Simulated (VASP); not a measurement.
# TaN (P6/mmm) in VASP: further runs, part 2 of 2

VASP 6.6.1.

## Step 5: Single point, LDA (11.74 Å³/atom)

This run uses another cell than the first one, of 11.74 Å³/atom.

Contents of INCAR:

```
PREC     = Accurate       # precision mode
ENCUT    = 520            # plane-wave cutoff, eV
EDIFF    = 1E-6           # SCF threshold, eV
ISMEAR   = -1             # smearing method
SIGMA    = 0.03           # smearing width, eV
LREAL    = False          # projectors in reciprocal space
LASPH    = True           # aspherical terms in the spheres
NELM     = 100            # most SCF steps
ALGO     = Normal         # electronic algorithm
ISIF     = 2              # what is computed and relaxed
LWAVE    = False          # write WAVECAR
LCHARG   = False          # write CHGCAR
GGA      = CA             # functional
NBANDS   = 33             # bands
```

Contents of KPOINTS:

```
Automatic mesh
0
Gamma
  5 5 8
```

Contents of POSCAR:

```
TaN
1.0
    5.2532307548      0.0000000000      0.0000000000
   -2.6266153774      4.5494312856      0.0000000000
    0.0000000000      0.0000000000      2.9462675463
Ta N
3 3
Direct
    0.0000000000      0.0000000000      0.0000000000
    0.3333333333      0.6666666667      0.5000000000
    0.6666666667      0.3333333333      0.5000000000
    0.5000000000      0.0000000000      0.0000000000
    0.5000000000      0.5000000000      0.0000000000
    0.0000000000      0.5000000000      0.0000000000
```

Potentials or basis: VASP PAW LDA potentials, release 64 (Ta_pv, N).

Command:

```bash
> cat potpaw_LDA.64/Ta_pv/POTCAR potpaw_LDA.64/N/POTCAR > POTCAR
> mpirun -np 1 vasp_std > vasp.out
```

OUTCAR:

```text
PREC = Accurate
   ENCUT = 520
   EDIFF = 1E-6
   ISMEAR = -1
   LREAL = False
   LASPH = True
   NELM = 100
   ISIF = 2
   GGA = CA

 ion  position               nearest neighbor table
   1  0.000  0.000  0.000-   4 2.63   4 2.63   6 2.63   6 2.63   5 2.63   5 2.63   3 3.37   3 3.37
                             2 3.37   2 3.37   2 3.37   3 3.37   2 3.37   3 3.37   2 3.37   3 3.37
   2  0.333  0.667  0.500-   6 2.11   6 2.11   4 2.11   4 2.11   5 2.11   5 2.11   3 3.03   3 3.03
                             3 3.03   1 3.37   1 3.37   1 3.37   1 3.37   1 3.37   1 3.37
   3  0.667  0.333  0.500-   6 2.11   6 2.11   4 2.11   4 2.11   5 2.11   5 2.11   2 3.03   2 3.03
                             2 3.03   1 3.37   1 3.37   1 3.37   1 3.37   1 3.37   1 3.37
   4  0.500  0.000  0.000-   2 2.11   3 2.11   2 2.11   3 2.11   1 2.63   1 2.63
   5  0.500  0.500  0.000-   2 2.11   3 2.11   2 2.11   3 2.11   1 2.63   1 2.63
   6  0.000  0.500  0.000-   2 2.11   3 2.11   2 2.11   3 2.11   1 2.63   1 2.63

  LATTYP: Found a hexagonal cell.
 ALAT       =     5.2532307548
 C/A-ratio  =     0.5608486822

  Lattice vectors:

 A1 = (   5.2532307548,   0.0000000000,   0.0000000000)
 A2 = (  -2.6266153774,   4.5494312856,   0.0000000000)
 A3 = (   0.0000000000,   0.0000000000,   2.9462675463)

Analysis of symmetry for initial positions (statically):
[... 188 lines left out ...]
  band No.  band energies     occupation
      1     -28.3632      2.00000
      2     -28.3632      2.00000
      3     -28.0064      2.00000
      4     -28.0064      2.00000
      5     -27.8170      2.00000
      6     -27.6978      2.00000
[... 853 lines left out ...]
     32      11.3458      0.00000
     33      12.7854      0.00000

 [... further k-points ...]

------------------------ aborting loop because EDIFF is reached ----------------------------------------

  FORCE on cell =-STRESS in cart. coord.  units (eV):
  Direction    XX          YY          ZZ          XY          YZ          ZX
  --------------------------------------------------------------------------------------
  -------------------------------------------------------------------------------------
  Total       -5.5537879     -5.5537879     -8.2804479      0.0000000      0.0000000      0.0000000
  in kB     -126.3700332   -126.3700332   -188.4120348      0.0000000      0.0000000      0.0000000
  external PRESSURE =    -147.0507004 kB  Pullay stress =       0.0000000 kB

 VOLUME and BASIS-vectors are now :
 -----------------------------------------------------------------------------
  energy-cutoff  :      520.00
  volume of cell :       70.41
      direct lattice vectors                 reciprocal lattice vectors
     5.253230755  0.000000000  0.000000000     0.190359047  0.109903847  0.000000000
    -2.626615377  4.549431286  0.000000000     0.000000000  0.219807694  0.000000000
     0.000000000  0.000000000  2.946267546     0.000000000  0.000000000  0.339412489

 POSITION                                       TOTAL-FORCE (eV/Angst)
 -----------------------------------------------------------------------------------
      0.00000      0.00000      0.00000        -0.000000      0.000000     -0.000000
     -0.00000      3.03295      1.47313        -0.000000     -0.000000      0.000000
      2.62662      1.51648      1.47313         0.000000      0.000000     -0.000000
      2.62662      0.00000      0.00000        -0.000000      0.000000     -0.000000
      1.31331      2.27472      0.00000         0.000000      0.000000     -0.000000
     -1.31331      2.27472      0.00000        -0.000000      0.000000     -0.000000
 -----------------------------------------------------------------------------------
    total drift:                               -0.000000      0.000000     -0.000000

  FREE ENERGIE OF THE ION-ELECTRON SYSTEM (eV)
  ---------------------------------------------------
  free  energy   TOTEN  =       -71.1963457584 eV

  energy  without entropy=      -71.1920444173  energy(sigma->0) =      -71.19419509
```

OSZICAR:

```text
N       E                     dE             d eps       ncg     rms          rms(c)
DAV:   1     0.432244876349E+03    0.43224E+03   -0.25695E+04  1650   0.151E+03
DAV:   2    -0.527236521078E+02   -0.48497E+03   -0.46315E+03  1873   0.438E+02
DAV:   3    -0.814145954417E+02   -0.28691E+02   -0.28055E+02  2018   0.101E+02
DAV:   4    -0.820196494592E+02   -0.60505E+00   -0.59831E+00  2097   0.138E+01
DAV:   5    -0.820364521965E+02   -0.16803E-01   -0.16779E-01  2107   0.177E+00    0.427E+01
DAV:   6    -0.720146229255E+02    0.10022E+02   -0.52041E+01  1976   0.381E+01    0.184E+01
DAV:   7    -0.714413840522E+02    0.57324E+00   -0.45004E+00  2105   0.143E+01    0.106E+01
DAV:   8    -0.712478078938E+02    0.19358E+00   -0.76825E-01  2077   0.525E+00    0.396E+00
DAV:   9    -0.711980288383E+02    0.49779E-01   -0.11180E-01  2074   0.301E+00    0.465E-01
DAV:  10    -0.711966898562E+02    0.13390E-02   -0.15935E-02  2064   0.649E-01    0.192E-01
DAV:  11    -0.711963750444E+02    0.31481E-03   -0.20134E-03  2100   0.294E-01    0.581E-02
DAV:  12    -0.711963466596E+02    0.28385E-04   -0.20452E-04  2042   0.826E-02    0.223E-02
DAV:  13    -0.711963456673E+02    0.99221E-06   -0.11710E-05  2072   0.210E-02    0.379E-03
DAV:  14    -0.711963457584E+02   -0.91037E-07   -0.86181E-07  1272   0.570E-03
   1 F= -.71196346E+02 E0= -.71194195E+02  d E =-.430134E-02
```

Wall time 50 s (1 thread of Intel Xeon 8259CL, shared host); peak memory 0.19 GiB.

What came out:

```yaml
Free_energy: -71.1963 eV
Pressure: -14.7 GPa
Band_gap_on_the_k_mesh: zero (bands 24 and 25 overlap by 2.02 eV)
```

Caveat: the cell stands under tension; spin-orbit coupling is left out, which moves the levels of the heavy elements.

## Step 6: The runs side by side

```csv
cell,gap on the mesh (eV),pressure (GPa)
"a = 5.168, b = 5.168, c = 2.898 Å, angles 90.0, 90.0, 120.0°, 6 atoms",none,0.3
"a = 5.202, b = 5.202, c = 2.918 Å, angles 90.0, 90.0, 120.0°, 6 atoms",none,-6.2
"a = 5.219, b = 5.219, c = 2.927 Å, angles 90.0, 90.0, 120.0°, 6 atoms",none,-9.2
"a = 5.253, b = 5.253, c = 2.946 Å, angles 90.0, 90.0, 120.0°, 6 atoms",none,-14.7
```

Alike in all rows: task single point; level LDA; potentials or basis VASP PAW LDA potentials, release 64 (Ta_pv, N); no spin polarisation; k mesh 5 × 5 × 8; cutoff (eV) 520; smearing fermi-dirac 0.03 eV.

Caveats: spin-orbit coupling is left out, which moves the levels of the heavy elements; the cell stands under tension (at least some runs).

Total energies depend on the potentials used, so only differences within one code and one set of settings carry meaning.
